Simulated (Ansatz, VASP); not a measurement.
**One calculation of C, two programs**

Contents of INCAR:

```
SYSTEM = C
  PREC = Accurate
  ENCUT = 520
  EDIFF = 1E-7
  ISMEAR = 0
  SIGMA = 0.15
  LREAL = .False.
  LASPH = .True.
  NELM = 80
  ALGO = Normal
  ISIF = 2
  LWAVE = .False.
  LCHARG = .False.
  GGA = PS
  NBANDS = 16
```

File KPOINTS:

```
Automatic mesh
0
Gamma
  18 18 6
  0 0 0
```

Contents of POSCAR:

```
C
1.0
    2.4587330167      0.0000000000      0.0000000000
   -1.2293665084      2.1293252536      0.0000000000
    0.0000000000      0.0000000000      7.2458067263
C
4
Direct
   -0.1000223778     -0.2000447555      0.0025000000
    0.1000223778      0.2000447555      0.5025000000
    0.2333016451      0.4666032901      0.0025000000
    0.7666983549      0.5333967099      0.5025000000
```

Input for Ansatz:

```yaml
crystal:
  lattice:
    - [2.4587330167, 0.0, 0.0]
    - [-1.2293665084, 2.1293252536, 0.0]
    - [0.0, 0.0, 7.2458067263]
  atoms:
    - { symbol: C, position: [-0.1000223778, -0.2000447555, 0.0025] }
    - { symbol: C, position: [0.1000223778, 0.2000447555, 0.5025] }
    - { symbol: C, position: [0.2333016451, 0.4666032901, 0.0025] }
    - { symbol: C, position: [0.7666983549, 0.5333967099, 0.5025] }
basis:
  ecutwfc: 520.0
kpoints:
  mp_grid: { grid: [18, 18, 6] }
hamiltonian:
  xc: pbesol
  pseudopotentials: { kind: paw, azcp: { folder: soft_1 } }
scf:
  occupations: { method: gaussian, width: 0.15 }
output:
  forces: true
  stress: true
  eigenvalues: true
```

Change from the starting cell: mode 4 frozen in at -0.000 Å and mode 5 at -0.426 Å (largest displacements).

Alike in both runs: task single point; functional PBEsol; k mesh 18 × 18 × 6; occupations gaussian, width 0.15 eV; no spin polarisation.

|  | VASP | Ansatz |
| --- | --- | --- |
| version | VASP 6.6.1 | Ansatz 0.2.0 |
| potentials or method | VASP PAW PBE potentials, release 64 (C), cutoff 520 eV | scalar-relativistic, plane waves, PAW |
| valence electrons in the cell | 16 | 16 |

|  | VASP | Ansatz | Ansatz less VASP |
| --- | --- | --- | --- |
| pressure (GPa) | 0.8 | 0.1 | -0.68 |
| traceless stress, the component that is largest in VASP (GPa) | -0.21 | 0.53 | +0.746 |
| rms of the force components (eV/Å) | 0.007 | 0.007 | 0.0000 |

VASP's potentials were made for PBE, not for PBEsol, and Ansatz warns of the same on its side. Atom by atom the forces differ by 0.000 eV/Å (rms over components). With one functional, cell and mesh, what is left measures potentials, basis and numerics.
